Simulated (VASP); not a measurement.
# AlRu4 (P-3m1) in VASP: notebook

AlRu4 is run at these levels: PBE; tasks: single point, relaxation of cell and atoms.

All numbers are computed with VASP 6.6.1; they aren't measurements. Logs are shortened: lines on timing, memory, paths and dates and some standing lists are left out, and cuts for length are marked.

## (1) The cell of the first run

The structure is trigonal, space group P-3m1 (No. 164). The conventional cell has a = 2.755 Å, b = 2.755 Å, c = 10.565 Å, α = 90.00°, β = 90.00°, γ = 120.00°. Within 3.5 Å of Al (site symmetry -3m) lie 6 Ru at 2.65 Å and 6 Al at 2.75 Å. Ru (site symmetry 3m) has 3 Al at 2.65 Å and 9 Ru at 2.65 to 2.75 Å within 3.5 Å. Within 3.5 Å of Ru (site symmetry 3m) lie 12 Ru at 2.63 to 2.75 Å.

## (2) Single point, PBE

The input, INCAR:

```
SYSTEM = AlRu4
PREC = Accurate
ENCUT = 520
EDIFF = 1E-7
ISMEAR = 0
SIGMA = 0.2
LREAL = .FALSE.
LASPH = .TRUE.
NELM = 60
ALGO = Normal
ISIF = 2
LWAVE = .FALSE.
LCHARG = .FALSE.
GGA = PE
NBANDS = 38
```

The input, KPOINTS:

```
Automatic mesh
0
G
  7 7 2
  0 0 0
```

The input, POSCAR:

```
AlRu4
1.0
    2.7547078493      0.0000000000      0.0000000000
   -1.3773539247      2.3856469775      0.0000000000
    0.0000000000      0.0000000000     10.5650609914
Al Ru
1 4
Direct
    0.0000000000      0.0000000000      0.0000000000
    0.3333333333      0.6666666667      0.2004799551
    0.6666666667      0.3333333333      0.7995200449
    0.6666666667      0.3333333333      0.4011309297
    0.3333333333      0.6666666667      0.5988690703
```

Potentials or basis: VASP PAW PBE potentials, release 64 (Al, Ru_pv).

Run with:

```sh
> cat potpaw_PBE.64/Al/POTCAR potpaw_PBE.64/Ru_pv/POTCAR > POTCAR
> mpirun -np 1 vasp_std > vasp.out
```

OUTCAR:

```text
SYSTEM = AlRu4
   PREC = Accurate
   ENCUT = 520
   EDIFF = 1E-7
   ISMEAR = 0
   LREAL = .FALSE.
   LASPH = .TRUE.
   NELM = 60
   ISIF = 2
   GGA = PE

 ion  position               nearest neighbor table
   1  0.000  0.000  0.000-   2 2.65   3 2.65   3 2.65   2 2.65   3 2.65   2 2.65
   2  0.333  0.667  0.200-   1 2.65   1 2.65   1 2.65   4 2.65   4 2.65   4 2.65
   3  0.667  0.333  0.800-   1 2.65   1 2.65   1 2.65   5 2.65   5 2.65   5 2.65
   4  0.667  0.333  0.401-   5 2.63   5 2.63   5 2.63   2 2.65   2 2.65   2 2.65
   5  0.333  0.667  0.599-   4 2.63   4 2.63   4 2.63   3 2.65   3 2.65   3 2.65

  LATTYP: Found a hexagonal cell.
 ALAT       =     2.7547078493
 C/A-ratio  =     3.8352745806

  Lattice vectors:

 A1 = (   2.7547078493,   0.0000000000,   0.0000000000)
 A2 = (  -1.3773539247,   2.3856469775,   0.0000000000)
 A3 = (   0.0000000000,   0.0000000000,  10.5650609914)

Analysis of symmetry for initial positions (statically):
=====================================================================
 Subroutine PRICEL returns:
 Original cell was already a primitive cell.

 Routine SETGRP: Setting up the symmetry group for a
 hexagonal supercell.

 Subroutine GETGRP returns: Found 12 space group operations
 (whereof 12 operations were pure point group operations)
 out of a pool of 24 trial point group operations.

The static configuration has the point symmetry D_3d.

Analysis of symmetry for dynamics (positions and initial velocities):
=====================================================================
 Subroutine PRICEL returns:
 Original cell was already a primitive cell.

 Routine SETGRP: Setting up the symmetry group for a
 hexagonal supercell.

 Subroutine GETGRP returns: Found 12 space group operations
 (whereof 12 operations were pure point group operations)
 out of a pool of 24 trial point group operations.

The dynamic configuration has the point symmetry D_3d.

 Subroutine INISYM returns: Found 12 space group operations
 (whereof 12 operations are pure point group operations),
 and found     1 'primitive' translations

----------------------------------------------------------------------------------------

                                     Primitive cell

  volume of cell :      69.4311

  direct lattice vectors                    reciprocal lattice vectors
     2.754707849  0.000000000  0.000000000     0.363014902  0.209586751  0.000000000
    -1.377353925  2.385646977  0.000000000     0.000000000  0.419173503  0.000000000
     0.000000000  0.000000000 10.565060991     0.000000000  0.000000000  0.094651607

  length of vectors
     2.754707849  2.754707849 10.565060991     0.419173503  0.419173503  0.094651607

  position of ions in fractional coordinates (direct lattice)
     0.000000000  0.000000000  0.000000000
     0.333333333  0.666666667  0.200479955
     0.666666667  0.333333333  0.799520045
     0.666666667  0.333333333  0.401130930
     0.333333333  0.666666667  0.598869070

  ion indices of the primitive-cell ions
   primitive index   ion index
                 1           1
                 2           2
                 3           3
                 4           4
                 5           5

----------------------------------------------------------------------------------------

 KPOINTS: Automatic mesh

Automatic generation of k-mesh.
 Grid dimensions read from file:
 generate k-points for:    7    7    2

 Generating k-lattice:

  Cartesian coordinates                     Fractional coordinates (reciprocal lattice)
     0.051859272  0.029940964  0.000000000     0.142857143 -0.000000000  0.000000000
     0.000000000  0.059881929  0.000000000     0.000000000  0.142857143  0.000000000
     0.000000000  0.000000000  0.047325803     0.000000000  0.000000000  0.500000000

  Length of vectors
     0.059881929  0.059881929  0.047325803

  Shift w.r.t. Gamma in fractional coordinates (k-lattice)
     0.000000000  0.000000000  0.000000000

 Subroutine IBZKPT returns following result:
 ===========================================

 Found     16 irreducible k-points:

 Following reciprocal coordinates:
            Coordinates               Weight
  0.000000  0.000000  0.000000      1.000000
  0.142857  0.000000  0.000000      6.000000
  0.285714 -0.000000  0.000000      6.000000
  0.428571  0.000000  0.000000      6.000000
  0.142857  0.142857  0.000000      6.000000
  0.285714  0.142857  0.000000     12.000000
[... 8 lines left out ...]
  0.428571  0.142857  0.500000      6.000000
  0.285714  0.285714  0.500000      6.000000
   k-points           NKPTS =     16   k-points in BZ     NKDIM =     16   number of bands    NBANDS=     38
   number of dos      NEDOS =    301   number of ions     NIONS =      5
   total plane-waves  NPLWV =  32000
   dimension x,y,z NGX =    20 NGY =   20 NGZ =   80
   dimension x,y,z NGXF=    40 NGYF=   40 NGZF=  160
   ions per type =               1   4
   NGX,Y,Z   is equivalent  to a cutoff of  12.07, 12.07, 12.59 a.u.
   NGXF,Y,Z  is equivalent  to a cutoff of  24.14, 24.14, 25.18 a.u.
 SYSTEM =  AlRu4
   PREC   = accura    normal or accurate (medium, high low for compatibility)
   ISTART =      0    job   : 0-new  1-cont  2-samecut
   ICHARG =      2    charge: 1-file 2-atom 10-const
   ISPIN  =      1    spin polarized calculation?
   LNONCOLLINEAR =      F non collinear calculations
   LSORBIT =      F    spin-orbit coupling
   LASPH  =      T    aspherical Exc in radial PAW
   ENCUT  =  520.0 eV  38.22 Ry    6.18 a.u.   5.12  5.12 19.64*2*pi/ulx,y,z
   NELM   =     60;   NELMIN=  2; NELMDL= -5     # of ELM steps
   EDIFF  = 0.1E-06   stopping-criterion for ELM
   LREAL  =      F    real-space projection
   EDIFFG = 0.1E-05   stopping-criterion for IOM
   NSW    =      0    number of steps for IOM
   IBRION =     -1    ionic relax: 0-MD 1-quasi-New 2-CG
   NFREE  =      0    steps in history (QN), initial steepest desc. (CG)
   ISIF   =      2    stress and relaxation
   ISYM   =      2    0-nonsym 1-usesym 2-fastsym
   POTIM  = 0.5000    time-step for ionic-motion
   TEBEG  =    0.0;   TEEND  =   0.0 temperature during run
   PSTRESS=    0.0 pullay stress
   NELECT =      59.0000    total number of electrons
   NUPDOWN=      -1.0000    fix difference up-down
   EMIN   =  10.00;   EMAX   =-10.00  energy-range for DOS
   EFERMI =   0.00;   METHOD = LEGACY
   ISMEAR =     0;   SIGMA  =   0.20  broadening in eV -4-tet -1-fermi 0-gaus
   EFERMI_NEDOS =   21; number of points for ismear=-14 and -15
   IALGO  =     38    algorithm
   IMIX   =      4    mixing-type and parameters
     AMIX     =   0.40;   BMIX     =  1.00
     AMIX_MAG =   1.60;   BMIX_MAG =  1.00
  volume/ion in A,a.u.               =      13.89        93.71
  Fermi-wavevector in a.u.,A,eV,Ry     =   1.550628  2.930262 32.714485  2.404447
  Thomas-Fermi vector in A             =   2.655264
   LORBIT       =      0    0 simple, 1 ext, 2 COOP (PROOUT), +10 PAW based schemes
   GGA     = PE    functional components
   LHFCALC =     F    Hartree Fock is set to
   AEXX    =    0.0000 exact exchange contribution
   IVDW    =     0    specifies the selected vdW correction
   LEPSILON=     F    determine dielectric tensor
   LRPA    =     F    only Hartree local field effects (RPA)
 non-spin polarized calculation
 Gauss-broadening in eV      SIGMA  =   0.20
  energy-cutoff  :      520.00
  volume of cell :       69.43
 maximum number of plane-waves:      1884
   NGX = 11   NGY = 11   NGZ = 39

 number of electron      58.9999994 magnetization

 Free energy of the ion-electron system (eV)
  ---------------------------------------------------
  ext. energy  EPLUGINS =         0.00000000
  ---------------------------------------------------
  free energy    TOTEN  =       -41.39753347 eV

  energy without entropy =      -41.31093322  energy(sigma->0) =      -41.35423335

 E-fermi :  11.7832     XC(G=0): -13.3385

 val. band max:       11.7795949118   @ k =   0.1429   0.1429   0.5000
 cond. band min:      11.7902829829   @ k =   0.2857  -0.0000   0.0000
 fundamental gap:      0.0106880711
 Fermi energy:        11.7831599767

 k-point     1 :       0.0000    0.0000    0.0000
  band No.  band energies     occupation
      1     -31.7330      2.00000
      2     -31.2609      2.00000
      3     -30.9585      2.00000
      4     -30.9585      2.00000
      5     -30.8586      2.00000
      6     -30.8586      2.00000
[... 30 lines left out ...]
     37      12.8494      0.00000
     38      18.1762      0.00000

 k-point     2 :       0.1429    0.0000    0.0000
  band No.  band energies     occupation
      1     -31.6891      2.00000
      2     -31.2920      2.00000
      3     -31.0389      2.00000
      4     -31.0095      2.00000
      5     -30.9957      2.00000
      6     -30.8821      2.00000
[... 30 lines left out ...]
     37      14.4942      0.00000
     38      19.1745      0.00000

 k-point     3 :       0.2857   -0.0000    0.0000
  band No.  band energies     occupation
      1     -31.6060      2.00000
      2     -31.4617      2.00000
      3     -31.2647      2.00000
      4     -31.1451      2.00000
      5     -31.0756      2.00000
      6     -30.9540      2.00000
[... 30 lines left out ...]
     37      16.1746      0.00000
     38      17.4453      0.00000

 k-point     4 :       0.4286    0.0000    0.0000
  band No.  band energies     occupation
      1     -31.6502      2.00000
      2     -31.6276      2.00000
      3     -31.3484      2.00000
      4     -31.2993      2.00000
      5     -31.1371      2.00000
      6     -31.1060      2.00000
[... 30 lines left out ...]
     37      16.9953      0.00000
     38      17.1062      0.00000
[... 375 lines left out ...]
      4     -31.2154      2.00000
      5     -31.1556      2.00000
      6     -31.0657      2.00000
[... 30 lines left out ...]
     37      15.7960      0.00000
     38      18.3692      0.00000

 k-point    15 :       0.4286    0.1429    0.5000
  band No.  band energies     occupation
      1     -31.6383      2.00000
      2     -31.6106      2.00000
      3     -31.3399      2.00000
      4     -31.3107      2.00000
      5     -31.1974      2.00000
      6     -31.1306      2.00000
[... 30 lines left out ...]
     37      16.6484      0.00000
     38      17.8292      0.00000

 k-point    16 :       0.2857    0.2857    0.5000
  band No.  band energies     occupation
      1     -31.5660      2.00000
      2     -31.5432      2.00000
      3     -31.4184      2.00000
      4     -31.2282      2.00000
      5     -31.2245      2.00000
      6     -31.2133      2.00000
[... 30 lines left out ...]
     37      17.7710      0.00000
     38      18.3311      0.00000

------------------------ aborting loop because EDIFF is reached ----------------------------------------

  FORCE on cell =-STRESS in cart. coord.  units (eV):
  Direction    XX          YY          ZZ          XY          YZ          ZX
  --------------------------------------------------------------------------------------
  -------------------------------------------------------------------------------------
  Total       -0.0337298     -0.0337298     -0.0932012      0.0000000      0.0000000     -0.0000000
  in kB       -0.7783432     -0.7783432     -2.1506923      0.0000000      0.0000000     -0.0000000
  external PRESSURE =      -1.2357929 kB  Pullay stress =       0.0000000 kB

 VOLUME and BASIS-vectors are now :
 -----------------------------------------------------------------------------
  energy-cutoff  :      520.00
  volume of cell :       69.43
      direct lattice vectors                 reciprocal lattice vectors
     2.754707849  0.000000000  0.000000000     0.363014902  0.209586751  0.000000000
    -1.377353925  2.385646977  0.000000000     0.000000000  0.419173503  0.000000000
     0.000000000  0.000000000 10.565060991     0.000000000  0.000000000  0.094651607

 POSITION                                       TOTAL-FORCE (eV/Angst)
 -----------------------------------------------------------------------------------
      0.00000      0.00000      0.00000        -0.000000      0.000000      0.000000
     -0.00000      1.59043      2.11808        -0.000000      0.000000     -0.000389
      1.37735      0.79522      8.44698         0.000000     -0.000000      0.000389
      1.37735      0.79522      4.23797        -0.000000     -0.000000     -0.007885
     -0.00000      1.59043      6.32709         0.000000      0.000000      0.007885
 -----------------------------------------------------------------------------------
    total drift:                               -0.000000     -0.000000      0.000000

  FREE ENERGIE OF THE ION-ELECTRON SYSTEM (eV)
  ---------------------------------------------------
  free  energy   TOTEN  =       -41.3975334719 eV

  energy  without entropy=      -41.3109332216  energy(sigma->0) =      -41.35423335
```

Wall time 21 s (1 thread of Intel Xeon 6975P-C (Granite Rapids), shared host); peak memory 0.19 GiB.

Results:

```
Free energy   : -41.3975 eV
Pressure      : -0.1 GPa
Largest force : 0.008 eV/Å
```

Forces on the atoms (eV/Å):
```
Al   0.000  0.000  0.000
Ru   0.000  0.000  0.000
Ru   0.000  0.000  0.000
Ru   0.000  0.000 -0.008
Ru   0.000  0.000  0.008
```

Levels at points of the mesh, in eV from the Fermi level:
| k point | band 26 | band 27 | band 28 | band 29 | band 30 | band 31 | band 32 | band 33 |
| --- | --- | --- | --- | --- | --- | --- | --- | --- |
| (0.00, 0.00, 0.00) | -1.98 | -1.98 | -1.40 | -0.99 | -0.99 | -0.16 | 0.02 | 0.02 |
| (0.00, 0.00, 0.50) | -2.09 | -1.98 | -1.98 | -0.97 | -0.97 | -0.02 | -0.02 | 0.67 |

Caveat: the k points lie up to 0.38 Å⁻¹ apart.

## (3) Relaxation of cell and atoms, PBE

This run uses another cell than the first one, of 13.19 Å³/atom, 0.950 times its volume.

The input, INCAR:

```
SYSTEM = AlRu4
PREC = Accurate ; ENCUT = 600
EDIFF = 1E-6 ; ISMEAR = 0
SIGMA = 0.2 ; LREAL = .False.
LASPH = .True. ; NELM = 60
ALGO = Fast ; ISIF = 3
LWAVE = .False. ; LCHARG = .False.
GGA = PE ; IBRION = 2
NSW = 36 ; EDIFFG = -0.08
```

The input, KPOINTS:

```
Automatic mesh
0
Gamma
  7 7 2
  0 0 0
```

The input, POSCAR:

```
AlRu4
1.0
    2.7000000000      0.0000000000      0.0000000000
   -1.3500000000      2.3382685900      0.0000000000
    0.0000000000      0.0000000000     10.4500000000
Al Ru
1 4
Direct
    0.0000000000      0.0000000000      0.0000000000
    0.3333333300      0.6666666700      0.2000000000
    0.6666666700      0.3333333300      0.8000000000
    0.6666666700      0.3333333300      0.4000000000
    0.3333333300      0.6666666700      0.6000000000
```

Potentials or basis: VASP PAW PBE potentials, release 64 (Al, Ru_pv).

Run with:

```sh
> cat potpaw_PBE.64/Al/POTCAR potpaw_PBE.64/Ru_pv/POTCAR > POTCAR
> mpirun -np 1 vasp_std > vasp.out
```

Wall time 2.2 min (1 thread of Intel Xeon 6975P-C (Granite Rapids), shared host); peak memory 0.23 GiB.

Results (log left out):

* Free energy: -41.3945 eV
* Relaxed volume: 13.86 Å³/atom
* Relaxed cell: a = 2.754 Å, b = 2.754 Å, c = 10.548 Å, α = 90.00°, β = 90.00°, γ = 120.00°
* Space group after relaxing (to 0.05 Å): P-3m1 (No. 164)
* Energy gained by relaxing: 30.8 meV/atom
* Ionic steps: 7
* Pressure after relaxing: 0.3 GPa
* Largest force after relaxing: 0.069 eV/Å

Forces in eV/Å, atoms in the order of the input:
```
Al   0.000  0.000  0.000
Ru   0.000  0.000  0.038
Ru   0.000  0.000 -0.038
Ru   0.000  0.000  0.069
Ru   0.000  0.000 -0.069
```

Stress tensor (GPa, compression positive):
```
0.14 0.00 0.00
0.00 0.14 0.00
0.00 0.00 0.57
```

The path:
```tsv
step	energy change (eV)	largest force (eV/Å)	pressure (GPa)	volume (Å³)
1	0.0000	0.2082	14.76	65.97
2	0.5988	0.4981	-23.93	78.27
3	-0.1506	0.1314	-0.77	69.52
4	-0.1508	0.1335	-0.18	69.36
5	-0.1508	0.1344	0.10	69.29
6	-0.1540	0.0476	0.32	69.29
7	-0.1542	0.0690	0.28	69.29
```

Final structure:
```
Al Ru
1.0
     2.75422    0.00000    0.00000
    -1.37711    2.38522    0.00000
     0.00000    0.00000   10.54770
Al Ru
1 4
Direct
  0.00000 0.00000 0.00000
  0.33333 0.66667 0.20000
  0.66667 0.33333 0.80000
  0.66667 0.33333 0.40071
  0.33333 0.66667 0.59929
```

Levels at points of the mesh, in eV from the Fermi level:
| k point | band 26 | band 27 | band 28 | band 29 | band 30 | band 31 | band 32 | band 33 |
| --- | --- | --- | --- | --- | --- | --- | --- | --- |
| (0.00, 0.00, 0.00) | -1.99 | -1.99 | -1.38 | -0.98 | -0.98 | -0.15 | 0.01 | 0.01 |
| (0.00, 0.00, 0.50) | -2.08 | -1.99 | -1.99 | -0.97 | -0.97 | -0.03 | -0.03 | 0.68 |

Caveat: the k points lie up to 0.38 Å⁻¹ apart in the final cell; the relaxation stopped at a loose force limit of 0.08 eV/Å, so its end isn't a converged minimum.

(Part 1 of 3 ends here.)
